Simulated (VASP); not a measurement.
Runs of VASP 6.6.1 on InSe. The structure is that of space group R3m (No. 160), or close to it. The cells are those of the table. 

```tsv
cell	gap on the mesh (eV)	pressure (GPa)	largest force (eV/Å)
a = 8.613 Å, angles 26.0°, 4 atoms	0.65	(a)	0.71
a = 8.372 Å, angles 26.8°, 4 atoms	0.54	4.3	0.80
a = 8.411 Å, angles 28.4°, 4 atoms	0.11	(b)	0.51
a = 8.650 Å, angles 27.6°, 4 atoms	0.10	-3.9	0.35
```

Alike in all rows: task single point; level PBEsol+D3(BJ); potentials or basis VASP PAW PBE potentials, release 64 (In_d, Se); no spin polarisation; k mesh 12 × 12 × 12; cutoff (eV) 520; smearing gaussian 0.03 eV.

Problem. Fill in the values left out.

Solution. (a) 2.3; (b) -2.7.

Caveats: the PAW data sets were made with another functional, which shifts forces and pressure a little; spin-orbit coupling is left out, which moves the levels of the heavy elements; the cell stands under pressure (at least some runs); the cell stands under tension (at least some runs).

A k mesh can miss the band edges, and the runs leave out spin-orbit coupling on In, Se.
